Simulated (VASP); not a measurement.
A run of VASP 6.6.1 is set up as follows.

File INCAR:

```
SYSTEM = TiO2
PREC = Accurate
ENCUT = 910
EDIFF = 1E-6
ISMEAR = 0
SIGMA = 0.05
LREAL = .FALSE.
LASPH = .TRUE.
NELM = 200
ALGO = Normal
ISIF = 2
LWAVE = .FALSE.
LCHARG = .FALSE.
LMAXMIX = 4
LDAU = .TRUE.
LDAUTYPE = 2
LDAUL = 2 -1
LDAUU = 4 0
LDAUJ = 0 0
LDAUPRINT = 1
GGA = PE
NBANDS = 33
GGA_COMPAT = .FALSE.
```

The input KPOINTS:

```
Automatic mesh
0
G
  6 6 10
  0 0 0
```

POSCAR

```
TiO2
1.0
    4.4547671194      0.0000000000      0.0000000000
    0.0000000000      4.4547671194      0.0000000000
    0.0000000000      0.0000000000      2.7658729446
Ti O
2 4
Direct
    0.0000000000      0.0000000000      0.0000000000
    0.5000000000      0.5000000000      0.5000000000
    0.3056475974      0.3056475974      0.0000000000
    0.1943524026      0.8056475974      0.5000000000
    0.6943524026      0.6943524026      0.0000000000
    0.8056475974      0.1943524026      0.5000000000
```

Potentials or basis: VASP PAW PBE potentials, release 64 (Ti_sv, O_h).

Launch:

```console
$ cat potpaw_PBE.64/Ti_sv/POTCAR potpaw_PBE.64/O_h/POTCAR > POTCAR
$ mpirun -np 1 vasp_std > vasp.out
```

(1) Predict the band gap on the k mesh.

(2) Estimate the largest force.

(3) Estimate the pressure.

Answers

(1) 2.82 eV.

(2) 1.591 eV/Å.

(3) 61.5 GPa.

Caveat: the cell differs from its parent crystal (strain -0.040 along x and y, -0.080 along z); the cutoff is under 1.25 times the usual one of these potentials, so pressure, stress and relaxed cells hold a basis-set (Pulay) error; the cell stands under pressure; forces of over 1 eV/Å act on the atoms, so gaps and moduli don't describe the material at rest.
